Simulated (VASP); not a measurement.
# Ag (Pm-3m) in VASP: a series of runs

Ag is run at these levels: PBE; tasks: single point.

All numbers are computed with VASP 6.6.1; they aren't measurements. Logs are shortened: lines on timing, memory, paths and dates and some standing lists are left out, and cuts for length are marked.

### 1 The cell of the first run

Symmetry: Pm-3m, No. 221, cubic system. Conventional cell: a = 2.591 Å, b = 2.591 Å, c = 2.591 Å, α = 90.00°, β = 90.00°, γ = 90.00°. Ag (site symmetry m-3m) has 6 Ag at 2.59 Å within 3.4 Å.

This isn't the form of Ag at room conditions, which is fcc.

### 2 Single point, PBE

File INCAR:

```
SYSTEM = Ag
PREC = Accurate
ENCUT = 520
EDIFF = 1E-6
ISMEAR = -1
SIGMA = 0.05
LREAL = .FALSE.
LASPH = .TRUE.
NELM = 100
ALGO = Normal
ISIF = 2
LWAVE = .FALSE.
LCHARG = .TRUE.
GGA = PE
LELF = .TRUE.
LVHAR = .TRUE.
NBANDS = 12
```

File KPOINTS:

```
regular mesh
0
G
  17 17 17
  0 0 0
```

File POSCAR:

```
Ag
1.0
    2.5914303700      0.0000000000      0.0000000000
    0.0000000000      2.5914303700      0.0000000000
    0.0000000000      0.0000000000      2.5914303700
Ag
1
Direct
    0.0000000000      0.0000000000      0.0000000000
```

Potentials or basis: VASP PAW PBE potentials, release 64 (Ag).

Started as:

```bash
$ cat potpaw_PBE.64/Ag/POTCAR > POTCAR
$ mpirun -np 1 vasp_std > vasp.out
```

OUTCAR:

```text
SYSTEM = Ag
   PREC = Accurate
   ENCUT = 520
   EDIFF = 1E-6
   ISMEAR = -1
   LREAL = .FALSE.
   LASPH = .TRUE.
   NELM = 100
   ISIF = 2
   GGA = PE

 ion  position               nearest neighbor table
   1  0.000  0.000  0.000-

  LATTYP: Found a simple cubic cell.
 ALAT       =     2.5914303700

  Lattice vectors:

 A1 = (   2.5914303700,   0.0000000000,   0.0000000000)
 A2 = (   0.0000000000,   2.5914303700,   0.0000000000)
 A3 = (   0.0000000000,   0.0000000000,   2.5914303700)

Analysis of symmetry for initial positions (statically):
=====================================================================
 Subroutine PRICEL returns:
 Original cell was already a primitive cell.

 Routine SETGRP: Setting up the symmetry group for a
 simple cubic supercell.

 Subroutine GETGRP returns: Found 48 space group operations
 (whereof 48 operations were pure point group operations)
 out of a pool of 48 trial point group operations.

The static configuration has the point symmetry O_h .

Analysis of symmetry for dynamics (positions and initial velocities):
=====================================================================
 Subroutine PRICEL returns:
 Original cell was already a primitive cell.

 Routine SETGRP: Setting up the symmetry group for a
 simple cubic supercell.

 Subroutine GETGRP returns: Found 48 space group operations
 (whereof 48 operations were pure point group operations)
 out of a pool of 48 trial point group operations.

The dynamic configuration has the point symmetry O_h .

 Subroutine INISYM returns: Found 48 space group operations
 (whereof 48 operations are pure point group operations),
 and found     1 'primitive' translations

----------------------------------------------------------------------------------------

                                     Primitive cell

  volume of cell :      17.4028

  direct lattice vectors                    reciprocal lattice vectors
     2.591430370  0.000000000  0.000000000     0.385887274  0.000000000  0.000000000
     0.000000000  2.591430370  0.000000000     0.000000000  0.385887274  0.000000000
     0.000000000  0.000000000  2.591430370     0.000000000  0.000000000  0.385887274

  length of vectors
     2.591430370  2.591430370  2.591430370     0.385887274  0.385887274  0.385887274

  position of ions in fractional coordinates (direct lattice)
     0.000000000  0.000000000  0.000000000

  ion indices of the primitive-cell ions
   primitive index   ion index
                 1           1

----------------------------------------------------------------------------------------

 KPOINTS: regular mesh

Automatic generation of k-mesh.
 Grid dimensions read from file:
 generate k-points for:   17   17   17

 Generating k-lattice:

  Cartesian coordinates                     Fractional coordinates (reciprocal lattice)
     0.022699251  0.000000000  0.000000000     0.058823529  0.000000000  0.000000000
     0.000000000  0.022699251  0.000000000     0.000000000  0.058823529  0.000000000
     0.000000000  0.000000000  0.022699251     0.000000000  0.000000000  0.058823529

  Length of vectors
     0.022699251  0.022699251  0.022699251

  Shift w.r.t. Gamma in fractional coordinates (k-lattice)
     0.000000000  0.000000000  0.000000000

 Subroutine IBZKPT returns following result:
 ===========================================

 Found    165 irreducible k-points:

 Following reciprocal coordinates:
            Coordinates               Weight
  0.000000  0.000000  0.000000      1.000000
  0.058824  0.000000  0.000000      6.000000
  0.117647  0.000000  0.000000      6.000000
  0.176471  0.000000  0.000000      6.000000
  0.235294  0.000000  0.000000      6.000000
  0.294118  0.000000  0.000000      6.000000
[... 16 lines left out ...]
  0.411765  0.117647  0.000000     24.000000
  0.470588  0.117647  0.000000     24.000000
 [... further k-points ...]
   k-points           NKPTS =    165   k-points in BZ     NKDIM =    165   number of bands    NBANDS=     12
   number of dos      NEDOS =    301   number of ions     NIONS =      1
   total plane-waves  NPLWV =   8000
   dimension x,y,z NGX =    20 NGY =   20 NGZ =   20
   dimension x,y,z NGXF=    40 NGYF=   40 NGZF=   40
   ions per type =               1
   NGX,Y,Z   is equivalent  to a cutoff of  12.83, 12.83, 12.83 a.u.
   NGXF,Y,Z  is equivalent  to a cutoff of  25.66, 25.66, 25.66 a.u.
 SYSTEM =  Ag
   PREC   = accura    normal or accurate (medium, high low for compatibility)
   ISTART =      0    job   : 0-new  1-cont  2-samecut
   ICHARG =      2    charge: 1-file 2-atom 10-const
   ISPIN  =      1    spin polarized calculation?
   LNONCOLLINEAR =      F non collinear calculations
   LSORBIT =      F    spin-orbit coupling
   LASPH  =      T    aspherical Exc in radial PAW
   ENCUT  =  520.0 eV  38.22 Ry    6.18 a.u.   4.82  4.82  4.82*2*pi/ulx,y,z
   NELM   =    100;   NELMIN=  2; NELMDL= -5     # of ELM steps
   EDIFF  = 0.1E-05   stopping-criterion for ELM
   LREAL  =      F    real-space projection
   EDIFFG = 0.1E-04   stopping-criterion for IOM
   NSW    =      0    number of steps for IOM
   IBRION =     -1    ionic relax: 0-MD 1-quasi-New 2-CG
   NFREE  =      0    steps in history (QN), initial steepest desc. (CG)
   ISIF   =      2    stress and relaxation
   ISYM   =      2    0-nonsym 1-usesym 2-fastsym
   POTIM  = 0.5000    time-step for ionic-motion
   TEBEG  =    0.0;   TEEND  =   0.0 temperature during run
   PSTRESS=    0.0 pullay stress
   NELECT =      11.0000    total number of electrons
   NUPDOWN=      -1.0000    fix difference up-down
   EMIN   =  10.00;   EMAX   =-10.00  energy-range for DOS
   EFERMI =   0.00;   METHOD = LEGACY
   ISMEAR =    -1;   SIGMA  =   0.05  broadening in eV -4-tet -1-fermi 0-gaus
   EFERMI_NEDOS =   21; number of points for ismear=-14 and -15
   IALGO  =     38    algorithm
   IMIX   =      4    mixing-type and parameters
     AMIX     =   0.40;   BMIX     =  1.00
     AMIX_MAG =   1.60;   BMIX_MAG =  1.00
  volume/ion in A,a.u.               =      17.40       117.44
  Fermi-wavevector in a.u.,A,eV,Ry     =   1.404967  2.655003 26.856986  1.973933
  Thomas-Fermi vector in A             =   2.527476
   LORBIT       =      0    0 simple, 1 ext, 2 COOP (PROOUT), +10 PAW based schemes
   GGA     = PE    functional components
   LHFCALC =     F    Hartree Fock is set to
   AEXX    =    0.0000 exact exchange contribution
   IVDW    =     0    specifies the selected vdW correction
   LEPSILON=     F    determine dielectric tensor
   LRPA    =     F    only Hartree local field effects (RPA)
 non-spin polarized calculation
  energy-cutoff  :      520.00
  volume of cell :       17.40
 maximum number of plane-waves:       480
 NGX is ok and might be reduce to    20
   NGX =  9   NGY =  9   NGZ =  9

 number of electron      11.0000004 magnetization

 Free energy of the ion-electron system (eV)
  ---------------------------------------------------
  ext. energy  EPLUGINS =         0.00000000
  ---------------------------------------------------
  free energy    TOTEN  =        -2.21717372 eV

  energy without entropy =       -2.21510292  energy(sigma->0) =       -2.21613832

 E-fermi :   8.0921     XC(G=0): -11.9884

 val. band max:        8.0793663407   @ k =   0.3529   0.2941   0.1765
 cond. band min:       8.1109496054   @ k =   0.4118   0.1765   0.1765
 fundamental gap:      0.0315832648
 Fermi energy:         8.0920815320

 k-point     1 :       0.0000    0.0000    0.0000
  band No.  band energies     occupation
      1       0.6071      2.00000
      2       1.4264      2.00000
      3       1.4264      2.00000
      4       5.3222      2.00000
      5       5.3222      2.00000
      6       5.3222      2.00000
      7      23.3386      0.00000
      8      23.3386      0.00000
      9      23.3386      0.00000
     10      29.3021      0.00000
     11      29.3021      0.00000
     12      29.8096      0.00000

 k-point     2 :       0.0588    0.0000    0.0000
  band No.  band energies     occupation
      1       0.6953      2.00000
      2       1.4392      2.00000
      3       1.4924      2.00000
      4       5.2729      2.00000
      5       5.2729      2.00000
      6       5.3262      2.00000
      7      22.5107      0.00000
      8      23.4792      0.00000
      9      23.4792      0.00000
     10      29.1543      0.00000
     11      29.5091      0.00000
     12      30.5462      0.00000

 k-point     3 :       0.1176    0.0000    0.0000
  band No.  band energies     occupation
      1       0.9272      2.00000
      2       1.4764      2.00000
      3       1.7159      2.00000
      4       5.1341      2.00000
      5       5.1341      2.00000
      6       5.3377      2.00000
      7      20.7857      0.00000
      8      23.8897      0.00000
      9      23.8897      0.00000
     10      28.7459      0.00000
     11      29.5314      0.00000
     12      32.5823      0.00000
[... 286 lines left out ...]
 k-point    23 :       0.4118    0.1176    0.0000
  band No.  band energies     occupation
      1       1.9281      2.00000
      2       2.4634      2.00000
      3       3.5203      2.00000
      4       4.1414      2.00000
      5       5.2635      2.00000
      6       6.6328      2.00000
      7      12.0644      0.00000
      8      24.5802      0.00000
      9      26.8998      0.00000
     10      28.7478      0.00000
     11      29.0942      0.00000
     12      34.4055      0.00000

 k-point    24 :       0.4706    0.1176    0.0000
  band No.  band energies     occupation
      1       1.9621      2.00000
      2       2.5575      2.00000
      3       3.4455      2.00000
      4       4.0649      2.00000
      5       5.2726      2.00000
      6       7.6465      1.99973
      7      10.8267      0.00000
      8      25.0515      0.00000
      9      26.9819      0.00000
     10      27.8555      0.00000
     11      29.9269      0.00000
     12      33.4948      0.00000

 [... further k-points ...]

------------------------ aborting loop because EDIFF is reached ----------------------------------------

  FORCE on cell =-STRESS in cart. coord.  units (eV):
  Direction    XX          YY          ZZ          XY          YZ          ZX
  --------------------------------------------------------------------------------------
  -------------------------------------------------------------------------------------
  Total        2.1320910      2.1320910      2.1320910     -0.0000000     -0.0000000     -0.0000000
  in kB      196.2897828    196.2897828    196.2897828     -0.0000000     -0.0000000     -0.0000000
  external PRESSURE =     196.2897828 kB  Pullay stress =       0.0000000 kB

 VOLUME and BASIS-vectors are now :
 -----------------------------------------------------------------------------
  energy-cutoff  :      520.00
  volume of cell :       17.40
      direct lattice vectors                 reciprocal lattice vectors
     2.591430370  0.000000000  0.000000000     0.385887274  0.000000000  0.000000000
     0.000000000  2.591430370  0.000000000     0.000000000  0.385887274  0.000000000
     0.000000000  0.000000000  2.591430370     0.000000000  0.000000000  0.385887274

 POSITION                                       TOTAL-FORCE (eV/Angst)
 -----------------------------------------------------------------------------------
      0.00000      0.00000      0.00000         0.000000      0.000000      0.000000
 -----------------------------------------------------------------------------------
    total drift:                               -0.000000      0.000000      0.000000

  FREE ENERGIE OF THE ION-ELECTRON SYSTEM (eV)
  ---------------------------------------------------
  free  energy   TOTEN  =        -2.2171737190 eV

  energy  without entropy=       -2.2151029215  energy(sigma->0) =       -2.21613832
```

It took 16 s on 1 thread of Intel Xeon Platinum 8488C (Sapphire Rapids), shared host; peak memory 0.15 GiB.

What came out:

```
Free energy            : -2.2172 eV
Pressure               : 19.6 GPa
Band gap on the k mesh : zero (an odd number of electrons rules out a gap without spin polarisation)
```

Levels at points of the mesh, in eV from the Fermi level:
```csv
k point,band 4,band 5,band 6,band 7,band 8,band 9
"(0.00, 0.00, 0.00)",-2.77,-2.77,-2.77,15.25,15.25,15.25
```

Caveat: the cell stands under pressure.

### 3 Single point, PBE

This run uses another cell than the first one, of 18.65 Å³/atom.

File INCAR:

```
PREC = Accurate
ENCUT = 520
EDIFF = 1E-6
ISMEAR = -1
SIGMA = 0.05
LREAL = F
LASPH = T
NELM = 60
ALGO = Normal
ISIF = 2
LWAVE = F
LCHARG = F
GGA = PE
NBANDS = 12
```

File KPOINTS:

```
Automatic mesh
0
Gamma
  17 17 17
```

File POSCAR:

```
Ag
1.0
    2.6520859476      0.0000000000      0.0000000000
    0.0000000000      2.6520859476      0.0000000000
    0.0000000000      0.0000000000      2.6520859476
Ag
1
Direct
    0.0000000000      0.0000000000      0.0000000000
```

Potentials or basis: VASP PAW PBE potentials, release 64 (Ag).

Started as:

```bash
$ cat potpaw_PBE.64/Ag/POTCAR > POTCAR
$ mpirun -np 1 vasp_std > vasp.out
```

OUTCAR:

```text
PREC = Accurate
   ENCUT = 520
   EDIFF = 1E-6
   ISMEAR = -1
   LREAL = F
   LASPH = T
   NELM = 60
   ISIF = 2
   GGA = PE

 ion  position               nearest neighbor table
   1  0.000  0.000  0.000-

  LATTYP: Found a simple cubic cell.
 ALAT       =     2.6520859476

  Lattice vectors:

 A1 = (   2.6520859476,   0.0000000000,   0.0000000000)
 A2 = (   0.0000000000,   2.6520859476,   0.0000000000)
 A3 = (   0.0000000000,   0.0000000000,   2.6520859476)

Analysis of symmetry for initial positions (statically):
=====================================================================
 Subroutine PRICEL returns:
 Original cell was already a primitive cell.

 Routine SETGRP: Setting up the symmetry group for a
 simple cubic supercell.

 Subroutine GETGRP returns: Found 48 space group operations
 (whereof 48 operations were pure point group operations)
 out of a pool of 48 trial point group operations.

The static configuration has the point symmetry O_h .

Analysis of symmetry for dynamics (positions and initial velocities):
=====================================================================
[... 167 lines left out ...]
      3       0.9317      2.00000
      4       4.4052      2.00000
      5       4.4052      2.00000
      6       4.4052      2.00000
      7      21.9090      0.00000
      8      21.9090      0.00000
      9      21.9090      0.00000
     10      27.4951      0.00000
     11      27.4951      0.00000
     12      27.9689      0.00000
[... 331 lines left out ...]
 k-point    24 :       0.4706    0.1176    0.0000
  band No.  band energies     occupation
      1       1.4075      2.00000
      2       1.9494      2.00000
      3       2.7675      2.00000
      4       3.2971      2.00000
      5       4.3617      2.00000
      6       6.8645      1.99551
      7       9.6099      0.00000
      8      23.7353      0.00000
      9      25.3262      0.00000
     10      26.3554      0.00000
     11      28.0996      0.00000
     12      31.6387      0.00000

 [... further k-points ...]

------------------------ aborting loop because EDIFF is reached ----------------------------------------

  FORCE on cell =-STRESS in cart. coord.  units (eV):
  Direction    XX          YY          ZZ          XY          YZ          ZX
  --------------------------------------------------------------------------------------
  -------------------------------------------------------------------------------------
  Total        1.1373688      1.1373688      1.1373688      0.0000000      0.0000000     -0.0000000
  in kB       97.6897760     97.6897760     97.6897760      0.0000000      0.0000000     -0.0000000
  external PRESSURE =      97.6897760 kB  Pullay stress =       0.0000000 kB

 VOLUME and BASIS-vectors are now :
 -----------------------------------------------------------------------------
  energy-cutoff  :      520.00
  volume of cell :       18.65
      direct lattice vectors                 reciprocal lattice vectors
     2.652085948  0.000000000  0.000000000     0.377061686  0.000000000  0.000000000
     0.000000000  2.652085948  0.000000000     0.000000000  0.377061686  0.000000000
     0.000000000  0.000000000  2.652085948     0.000000000  0.000000000  0.377061686

 POSITION                                       TOTAL-FORCE (eV/Angst)
 -----------------------------------------------------------------------------------
      0.00000      0.00000      0.00000         0.000000      0.000000      0.000000
 -----------------------------------------------------------------------------------
    total drift:                                0.000000      0.000000      0.000000

  FREE ENERGIE OF THE ION-ELECTRON SYSTEM (eV)
  ---------------------------------------------------
  free  energy   TOTEN  =        -2.3299779638 eV

  energy  without entropy=       -2.3277686391  energy(sigma->0) =       -2.32887330
```

OSZICAR:

```text
N       E                     dE             d eps       ncg     rms          rms(c)
DAV:   1     0.519478709771E+02    0.51948E+02   -0.54323E+03  3992   0.816E+02
DAV:   2    -0.174203309012E+01   -0.53690E+02   -0.50771E+02  4536   0.189E+02
DAV:   3    -0.254811095975E+01   -0.80608E+00   -0.80565E+00  4652   0.248E+01
DAV:   4    -0.255087737527E+01   -0.27664E-02   -0.27663E-02  4452   0.148E+00
DAV:   5    -0.255090267509E+01   -0.25300E-04   -0.25301E-04  4648   0.130E-01    0.501E+00
DAV:   6    -0.234215295659E+01    0.20875E+00   -0.78944E-01  4352   0.790E+00    0.327E+00
DAV:   7    -0.233308285892E+01    0.90701E-02   -0.10380E-02  4564   0.932E-01    0.181E+00
DAV:   8    -0.232996270364E+01    0.31202E-02   -0.97313E-04  4492   0.236E-01    0.780E-02
DAV:   9    -0.232997194882E+01   -0.92452E-05   -0.10707E-05  4516   0.240E-02    0.144E-02
DAV:  10    -0.232997850100E+01   -0.65522E-05   -0.50099E-06  4548   0.196E-02    0.544E-03
DAV:  11    -0.232997796378E+01    0.53722E-06   -0.12298E-07  2408   0.290E-03
   1 F= -.23299780E+01 E0= -.23288733E+01  d E =-.220932E-02
```

Wall time 14 s (1 thread of Intel Xeon Platinum 8488C (Sapphire Rapids), shared host); peak memory 0.15 GiB.

What came out:

```yaml
Free_energy: -2.3300 eV
Pressure: 9.8 GPa
Band_gap_on_the_k_mesh: zero (an odd number of electrons rules out a gap without spin polarisation)
```

Levels at points of the mesh, in eV from the Fermi level:
| k point | band 3 | band 4 | band 5 | band 6 | band 7 | band 8 | band 9 | band 10 |
| --- | --- | --- | --- | --- | --- | --- | --- | --- |
| (0.00, 0.00, 0.00) | -6.24 | -2.76 | -2.76 | -2.76 | 14.74 | 14.74 | 14.74 | 20.33 |

Caveat: the cell stands under pressure.

### 4 Single point, PBE

This run uses another cell than the first one, of 19.55 Å³/atom.

File INCAR:

```
  PREC = Accurate
  ENCUT = 520
  EDIFF = 1E-6
  ISMEAR = -1
  SIGMA = 0.05
  LREAL = F
  LASPH = T
  NELM = 60
  ALGO = Normal
  ISIF = 2
  LWAVE = F
  LCHARG = T
  GGA = PE
  LELF = T
  LVHAR = T
  NBANDS = 12
```

File KPOINTS:

```
regular mesh
0
Gamma
  17 17 17
```

File POSCAR:

```
Ag
1.0
    2.6937444060      0.0000000000      0.0000000000
    0.0000000000      2.6937444060      0.0000000000
    0.0000000000      0.0000000000      2.6937444060
Ag
1
Direct
    0.0000000000      0.0000000000      0.0000000000
```

Started as:

```bash
$ cat potpaw_PBE.64/Ag/POTCAR > POTCAR
$ mpirun -np 1 vasp_std > vasp.out
```

It took 16 s on 1 thread of Intel Xeon Platinum 8488C (Sapphire Rapids), shared host; peak memory 0.15 GiB.

Results (log left out):

* Free energy: -2.3704 eV
* Pressure: 4.8 GPa
* Band gap on the k mesh: zero (an odd number of electrons rules out a gap without spin polarisation)

Levels at points of the mesh, in eV from the Fermi level:
```tsv
k point	band 3	band 4	band 5	band 6	band 7	band 8	band 9	band 10
(0.00, 0.00, 0.00)	-5.98	-2.77	-2.77	-2.77	14.39	14.39	14.39	19.74
```

Caveat: the cell stands under pressure.

### 5 Overview

| cell | gap on the mesh (eV) | pressure (GPa) |
| --- | --- | --- |
| a = 2.591 Å, 1 atom | none | 19.6 |
| a = 2.652 Å, 1 atom | none | 9.8 |
| a = 2.694 Å, 1 atom | none | 4.8 |

Alike in all rows: task single point; level PBE; potentials or basis VASP PAW PBE potentials, release 64 (Ag); no spin polarisation; k mesh 17 × 17 × 17; cutoff (eV) 520; smearing fermi-dirac 0.05 eV.

Caveats: the cell stands under pressure.

Total energies depend on the potentials used, so only differences within one code and one set of settings carry meaning.
